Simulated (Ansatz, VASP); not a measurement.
SiMo3: VASP beside Ansatz

```xyz
4
Lattice="3.9151 0.0000 0.0000 0.0000 3.9151 0.0000 0.0000 0.0000 3.9151" Properties=species:S:1:pos:R:3 pbc="T T T"
Si    0.0000    0.0000    0.0000
Mo    0.0000    1.9576    1.9576
Mo    1.9576    0.0000    1.9576
Mo    1.9576    1.9576    0.0000
```

Alike in both runs: functional PBE; k mesh 12 × 12 × 12; occupations gaussian, width 0.1 eV; no spin polarisation.

Ansatz relaxed the structure, and its values are those at the end. VASP's run is a single point on that final structure, the one shown.

```csv
,VASP,Ansatz
version,VASP 6.6.1,Ansatz 0.2.0
potentials or method,"VASP PAW PBE potentials, release 64 (Si, Mo_sv), cutoff 520 eV","scalar-relativistic, plane waves, PAW"
valence electrons in the cell,46,46
```

VASP gave:

| Item | Value |
| --- | --- |
| gap on the k mesh at the Fermi level (eV) | none |
| pressure (GPa) | 0.4 |

Q: Estimate Ansatz's values.

A: gap on the k mesh at the Fermi level (eV): none; pressure (GPa): 0.0.

A gap of «none» marks a metal or a gap that the smearing closes.
